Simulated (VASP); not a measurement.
# HfC (Fm-3m) in VASP: further runs

The runs below take HfC through single point, with PBE+D4.

Program: VASP 6.6.1. These are calculated values, not measurements. Logs are shortened: lines on timing, memory, paths and dates and some standing lists are left out, and cuts for length are marked.

**1. The cell of the first run**

It takes space group Fm-3m (No. 225, cubic). The conventional cell has a = 4.523 Å, b = 4.523 Å, c = 4.523 Å, α = 90.00°, β = 90.00°, γ = 90.00°. Hf (site symmetry m-3m) has 6 C at 2.26 Å within 3.0 Å. Within 3.0 Å of C (site symmetry m-3m) lie 6 Hf at 2.26 Å.

**2. Single point, PBE+D4**

Contents of INCAR:

```
SYSTEM = HfC
PREC = Accurate ; ENCUT = 600
EDIFF = 1E-6 ; ISMEAR = -1
SIGMA = 0.05 ; LREAL = .False.
LASPH = .True. ; NELM = 120
ALGO = Normal ; ISIF = 2
LWAVE = .False. ; LCHARG = .True.
GGA = PE ; IVDW = 13
LELF = .True. ; LVHAR = .True.
NBANDS = 14 ; GGA_COMPAT = .False.
```

Contents of KPOINTS:

```
regular mesh
0
Gamma
  11 11 11
  0 0 0
```

Contents of POSCAR:

```
HfC
1.0
    0.0000000000      2.2612690210      2.2612690210
    2.2612690210      0.0000000000      2.2612690210
    2.2612690210      2.2612690210      0.0000000000
Hf C
1 1
Direct
    0.5000000000      0.5000000000      0.5000000000
    0.0000000000      0.0000000000      0.0000000000
```

Potentials or basis: VASP PAW PBE potentials, release 64 (Hf_pv, C).

Launch:

```sh
$ cat potpaw_PBE.64/Hf_pv/POTCAR potpaw_PBE.64/C/POTCAR > POTCAR
$ mpirun -np 1 vasp_std > vasp.out
```

OUTCAR:

```text
SYSTEM = HfC
   PREC = Accurate
   ENCUT = 600
   EDIFF = 1E-6
   ISMEAR = -1
   LREAL = .False.
   LASPH = .True.
   NELM = 120
   ISIF = 2
   GGA = PE
   IVDW = 13

 ion  position               nearest neighbor table
   1  0.500  0.500  0.500-   2 2.26   2 2.26   2 2.26   2 2.26   2 2.26   2 2.26
   2  0.000  0.000  0.000-   1 2.26   1 2.26   1 2.26   1 2.26   1 2.26   1 2.26

  LATTYP: Found a face centered cubic cell.
 ALAT       =     4.5225380420

  Lattice vectors:

 A1 = (   0.0000000000,   2.2612690210,   2.2612690210)
 A2 = (   2.2612690210,   0.0000000000,   2.2612690210)
 A3 = (   2.2612690210,   2.2612690210,   0.0000000000)

Analysis of symmetry for initial positions (statically):
=====================================================================
 Subroutine PRICEL returns:
 Original cell was already a primitive cell.

 Routine SETGRP: Setting up the symmetry group for a
 face centered cubic supercell.

 Subroutine GETGRP returns: Found 48 space group operations
 (whereof 48 operations were pure point group operations)
 out of a pool of 48 trial point group operations.

The static configuration has the point symmetry O_h .

Analysis of symmetry for dynamics (positions and initial velocities):
=====================================================================
 Subroutine PRICEL returns:
 Original cell was already a primitive cell.

 Routine SETGRP: Setting up the symmetry group for a
 face centered cubic supercell.

 Subroutine GETGRP returns: Found 48 space group operations
 (whereof 48 operations were pure point group operations)
 out of a pool of 48 trial point group operations.

The dynamic configuration has the point symmetry O_h .

 Subroutine INISYM returns: Found 48 space group operations
 (whereof 48 operations are pure point group operations),
 and found     1 'primitive' translations

----------------------------------------------------------------------------------------

                                     Primitive cell

  volume of cell :      23.1253

  direct lattice vectors                    reciprocal lattice vectors
     0.000000000  2.261269021  2.261269021    -0.221114779  0.221114779  0.221114779
     2.261269021  0.000000000  2.261269021     0.221114779 -0.221114779  0.221114779
     2.261269021  2.261269021  0.000000000     0.221114779  0.221114779 -0.221114779

  length of vectors
     3.197917318  3.197917318  3.197917318     0.382982032  0.382982032  0.382982032

  position of ions in fractional coordinates (direct lattice)
     0.500000000  0.500000000  0.500000000
     0.000000000  0.000000000  0.000000000

  ion indices of the primitive-cell ions
   primitive index   ion index
                 1           1
                 2           2

----------------------------------------------------------------------------------------

 KPOINTS: regular mesh

Automatic generation of k-mesh.
 Grid dimensions read from file:
 generate k-points for:   11   11   11

 Generating k-lattice:

  Cartesian coordinates                     Fractional coordinates (reciprocal lattice)
    -0.020101344  0.020101344  0.020101344     0.090909091  0.000000000  0.000000000
     0.020101344 -0.020101344  0.020101344     0.000000000  0.090909091  0.000000000
     0.020101344  0.020101344 -0.020101344     0.000000000  0.000000000  0.090909091

  Length of vectors
     0.034816548  0.034816548  0.034816548

  Shift w.r.t. Gamma in fractional coordinates (k-lattice)
     0.000000000  0.000000000  0.000000000

 Subroutine IBZKPT returns following result:
 ===========================================

 Found     56 irreducible k-points:

 Following reciprocal coordinates:
            Coordinates               Weight
  0.000000  0.000000  0.000000      1.000000
  0.090909  0.000000  0.000000      8.000000
  0.181818  0.000000  0.000000      8.000000
  0.272727  0.000000  0.000000      8.000000
  0.363636  0.000000  0.000000      8.000000
  0.454545  0.000000  0.000000      8.000000
[... 16 lines left out ...]
 -0.272727  0.181818  0.000000     24.000000
 -0.181818  0.181818  0.000000     12.000000
 [... further k-points ...]
   k-points           NKPTS =     56   k-points in BZ     NKDIM =     56   number of bands    NBANDS=     14
   number of dos      NEDOS =    301   number of ions     NIONS =      2
   total plane-waves  NPLWV =  21952
   dimension x,y,z NGX =    28 NGY =   28 NGZ =   28
   dimension x,y,z NGXF=    56 NGYF=   56 NGZF=   56
   ions per type =               1   1
   NGX,Y,Z   is equivalent  to a cutoff of  14.56, 14.56, 14.56 a.u.
   NGXF,Y,Z  is equivalent  to a cutoff of  29.11, 29.11, 29.11 a.u.
 SYSTEM =  HfC
   PREC   = accura    normal or accurate (medium, high low for compatibility)
   ISTART =      0    job   : 0-new  1-cont  2-samecut
   ICHARG =      2    charge: 1-file 2-atom 10-const
   ISPIN  =      1    spin polarized calculation?
   LNONCOLLINEAR =      F non collinear calculations
   LSORBIT =      F    spin-orbit coupling
   LASPH  =      T    aspherical Exc in radial PAW
   ENCUT  =  600.0 eV  44.10 Ry    6.64 a.u.   6.39  6.39  6.39*2*pi/ulx,y,z
   NELM   =    120;   NELMIN=  2; NELMDL= -5     # of ELM steps
   EDIFF  = 0.1E-05   stopping-criterion for ELM
   LREAL  =      F    real-space projection
   EDIFFG = 0.1E-04   stopping-criterion for IOM
   NSW    =      0    number of steps for IOM
   IBRION =     -1    ionic relax: 0-MD 1-quasi-New 2-CG
   NFREE  =      0    steps in history (QN), initial steepest desc. (CG)
   ISIF   =      2    stress and relaxation
   ISYM   =      2    0-nonsym 1-usesym 2-fastsym
   POTIM  = 0.5000    time-step for ionic-motion
   TEBEG  =    0.0;   TEEND  =   0.0 temperature during run
   PSTRESS=    0.0 pullay stress
   NELECT =      14.0000    total number of electrons
   NUPDOWN=      -1.0000    fix difference up-down
   EMIN   =  10.00;   EMAX   =-10.00  energy-range for DOS
   EFERMI =   0.00;   METHOD = LEGACY
   ISMEAR =    -1;   SIGMA  =   0.05  broadening in eV -4-tet -1-fermi 0-gaus
   EFERMI_NEDOS =   21; number of points for ismear=-14 and -15
   IALGO  =     38    algorithm
   IMIX   =      4    mixing-type and parameters
     AMIX     =   0.40;   BMIX     =  1.00
     AMIX_MAG =   1.60;   BMIX_MAG =  1.00
  volume/ion in A,a.u.               =      11.56        78.03
  Fermi-wavevector in a.u.,A,eV,Ry     =   1.384911  2.617103 26.095691  1.917979
  Thomas-Fermi vector in A             =   2.509371
   LORBIT       =      0    0 simple, 1 ext, 2 COOP (PROOUT), +10 PAW based schemes
   GGA     = PE    functional components
   LHFCALC =     F    Hartree Fock is set to
   AEXX    =    0.0000 exact exchange contribution
   IVDW    =    13    specifies the selected vdW correction
   LEPSILON=     F    determine dielectric tensor
   LRPA    =     F    only Hartree local field effects (RPA)
 non-spin polarized calculation
  energy-cutoff  :      600.00
  volume of cell :       23.13
 maximum number of plane-waves:       785
 NGX is ok and might be reduce to    28
   NGX = 13   NGY = 13   NGZ = 13

 number of electron      14.0000001 magnetization

 Free energy of the ion-electron system (eV)
  ---------------------------------------------------
  ext. energy  EPLUGINS =         0.00000000
  ---------------------------------------------------
  free energy    TOTEN  =       -20.91390688 eV

  energy without entropy =      -20.91078487  energy(sigma->0) =      -20.91234587

 E-fermi :   6.6635     XC(G=0): -12.7031

 val. band max:        6.6475892926   @ k =   0.1818   0.1818   0.0000
 cond. band min:       6.7081724185   @ k =   0.0909   0.0000   0.0000
 fundamental gap:      0.0605831259
 Fermi energy:         6.6634987630

 k-point     1 :       0.0000    0.0000    0.0000
  band No.  band energies     occupation
      1     -22.5514      2.00000
      2     -22.5514      2.00000
      3     -22.5514      2.00000
      4      -6.1190      2.00000
      5       7.6571      0.00000
      6       7.6571      0.00000
      7       7.6571      0.00000
      8       8.0212      0.00000
      9       8.0212      0.00000
     10       8.0212      0.00000
     11      10.2647      0.00000
     12      10.2647      0.00000
     13      14.4594      0.00000
     14      17.8569      0.00000

 k-point     2 :       0.0909    0.0000    0.0000
  band No.  band energies     occupation
      1     -22.6311      2.00000
      2     -22.5585      2.00000
      3     -22.5585      2.00000
      4      -5.8823      2.00000
      5       6.3633      1.99508
      6       6.7082      0.58079
      7       6.7082      0.58078
      8       8.4175      0.00000
      9       8.4175      0.00000
     10       8.8145      0.00000
     11      11.2942      0.00000
     12      11.2942      0.00000
     13      14.9024      0.00000
     14      18.5022      0.00000

 k-point     3 :       0.1818    0.0000    0.0000
  band No.  band energies     occupation
      1     -22.8389      2.00000
      2     -22.5778      2.00000
      3     -22.5778      2.00000
      4      -5.2177      2.00000
      5       4.6862      2.00000
      6       5.4635      2.00000
      7       5.4635      2.00000
      8       9.1107      0.00000
      9       9.1107      0.00000
     10       9.3812      0.00000
     11      13.2293      0.00000
     12      13.2293      0.00000
     13      15.9007      0.00000
     14      20.1363      0.00000
[... 324 lines left out ...]
 k-point    23 :      -0.2727    0.1818    0.0000
  band No.  band energies     occupation
      1     -23.2160      2.00000
      2     -22.8260      2.00000
      3     -22.6219      2.00000
      4      -3.1969      2.00000
      5       1.7499      2.00000
      6       3.7579      2.00000
      7       4.1239      2.00000
      8      10.3405      0.00000
      9      11.0554      0.00000
     10      12.7079      0.00000
     11      14.1107      0.00000
     12      16.7824      0.00000
     13      18.7100      0.00000
     14      20.8376      0.00000

 k-point    24 :      -0.1818    0.1818    0.0000
  band No.  band energies     occupation
      1     -23.0688      2.00000
      2     -22.7531      2.00000
      3     -22.5880      2.00000
      4      -4.0268      2.00000
      5       2.7670      2.00000
      6       4.1382      2.00000
      7       4.5977      2.00000
      8       9.4601      0.00000
      9      10.6213      0.00000
     10      11.8171      0.00000
     11      12.9029      0.00000
     12      17.0547      0.00000
     13      17.1274      0.00000
     14      20.8498      0.00000

 [... further k-points ...]

------------------------ aborting loop because EDIFF is reached ----------------------------------------

  DFT-D4 for vdW energy calculation

  Edisp (eV):   -0.54818

  FORCE on cell =-STRESS in cart. coord.  units (eV):
  Direction    XX          YY          ZZ          XY          YZ          ZX
  --------------------------------------------------------------------------------------
  -------------------------------------------------------------------------------------
  Total       2.70517     2.70517     2.70517    -0.00000     0.00000     0.00000
  in kB     187.42083   187.42083   187.42083    -0.00000     0.00000     0.00000
  external pressure =      187.42 kB  Pullay stress =        0.00 kB

 VOLUME and BASIS-vectors are now :
 -----------------------------------------------------------------------------
  energy-cutoff  :      600.00
  volume of cell :       23.13
      direct lattice vectors                 reciprocal lattice vectors
     0.000000000  2.261269021  2.261269021    -0.221114779  0.221114779  0.221114779
     2.261269021  0.000000000  2.261269021     0.221114779 -0.221114779  0.221114779
     2.261269021  2.261269021  0.000000000     0.221114779  0.221114779 -0.221114779

 POSITION                                       TOTAL-FORCE (eV/Angst)
 -----------------------------------------------------------------------------------
      2.26127      2.26127      2.26127        -0.000000     -0.000000     -0.000000
      0.00000      0.00000      0.00000         0.000000      0.000000      0.000000
 -----------------------------------------------------------------------------------
    total drift:                                0.000000      0.000000      0.000000

  FREE ENERGIE OF THE ION-ELECTRON SYSTEM (eV)
  ---------------------------------------------------
  free  energy   TOTEN  =       -21.4620838387 eV

  energy  without entropy=      -21.4589618246  energy(sigma->0) =      -21.46052283
```

Run time: 29 s. Hardware: 1 thread of Intel Xeon Platinum 8488C (Sapphire Rapids), shared host; peak memory 0.17 GiB.

Results:

| Property | Result |
| --- | --- |
| Free energy | -21.4621 eV |
| Pressure | 18.7 GPa |
| Band gap on the k mesh | zero (bands 7 and 8 overlap by 1.47 eV) |
| Dispersion energy per atom | -0.274 eV |

Caveat: the cell stands under pressure; spin-orbit coupling is left out, which moves the levels of the heavy elements.

**3. Single point, PBE+D4**

This run uses another cell than the first one, of 11.90 Å³/atom.

Contents of INCAR:

```
SYSTEM = HfC
PREC = Accurate
ENCUT = 600
EDIFF = 1E-6
ISMEAR = -1
SIGMA = 0.05
LREAL = .False.
LASPH = .True.
NELM = 120
ALGO = Normal
ISIF = 2
LWAVE = .False.
LCHARG = .True.
GGA = PE
IVDW = 13
LELF = .True.
LVHAR = .True.
NBANDS = 14
GGA_COMPAT = .False.
```

KPOINTS is that of step 2.

Contents of POSCAR:

```
HfC
1.0
    0.0000000000      2.2829092738      2.2829092738
    2.2829092738      0.0000000000      2.2829092738
    2.2829092738      2.2829092738      0.0000000000
Hf C
1 1
Direct
    0.5000000000      0.5000000000      0.5000000000
    0.0000000000      0.0000000000      0.0000000000
```

Potentials or basis: VASP PAW PBE potentials, release 64 (Hf_pv, C).

Launch:

```sh
$ cat potpaw_PBE.64/Hf_pv/POTCAR potpaw_PBE.64/C/POTCAR > POTCAR
$ mpirun -np 1 vasp_std > vasp.out
```

Run time: 19 s. Hardware: 1 thread of Intel Xeon Platinum 8488C (Sapphire Rapids), shared host; peak memory 0.18 GiB.

It converged, with:

* Free energy: -21.5226 eV
* Pressure: 10.1 GPa
* Band gap on the k mesh: zero (bands 7 and 8 overlap by 1.46 eV)
* Dispersion energy per atom: -0.265 eV

Levels at points of the mesh, in eV from the Fermi level:
```csv
k point,band 3,band 4,band 5,band 6,band 7,band 8,band 9,band 10,band 11,band 12
"(0.00, 0.00, 0.00)",-29.36,-12.64,0.98,0.98,0.98,1.35,1.35,1.35,3.51,3.51
```

Caveat: the cell stands under pressure; spin-orbit coupling is left out, which moves the levels of the heavy elements.

**4. Single point, PBE+D4**

This run uses another cell than the first one, of 12.23 Å³/atom.

Contents of INCAR:

```
ALGO = Normal
EDIFF = 1E-6
ENCUT = 600
GGA = PE
GGA_COMPAT = F
ISIF = 2
ISMEAR = -1
IVDW = 13
LASPH = T
LCHARG = F
LREAL = F
LWAVE = F
NBANDS = 14
NELM = 120
PREC = Accurate
SIGMA = 0.05
```

Contents of KPOINTS:

```
k-points
0
Gamma
  11 11 11
```

Contents of POSCAR:

```
HfC
1.0
    0.0000000000      2.3041468587      2.3041468587
    2.3041468587      0.0000000000      2.3041468587
    2.3041468587      2.3041468587      0.0000000000
Hf C
1 1
Direct
    0.5000000000      0.5000000000      0.5000000000
    0.0000000000      0.0000000000      0.0000000000
```

Launch:

```sh
$ cat potpaw_PBE.64/Hf_pv/POTCAR potpaw_PBE.64/C/POTCAR > POTCAR
$ mpirun -np 1 vasp_std > vasp.out
```

Wall time 18 s (1 thread of Intel Xeon Platinum 8488C (Sapphire Rapids), shared host); peak memory 0.17 GiB.

Results (log left out):

- Free energy: -21.5494 eV
- Pressure: 2.6 GPa
- Band gap on the k mesh: zero (bands 7 and 8 overlap by 1.44 eV)
- Dispersion energy per atom: -0.257 eV

Levels at points of the mesh, in eV from the Fermi level:
```csv
k point,band 5,band 6,band 7,band 8,band 9,band 10
"(0.00, 0.00, 0.00)",0.96,0.96,0.96,1.34,1.34,1.34
```

Caveat: spin-orbit coupling is left out, which moves the levels of the heavy elements.

(Part 1 of 2 ends here.)
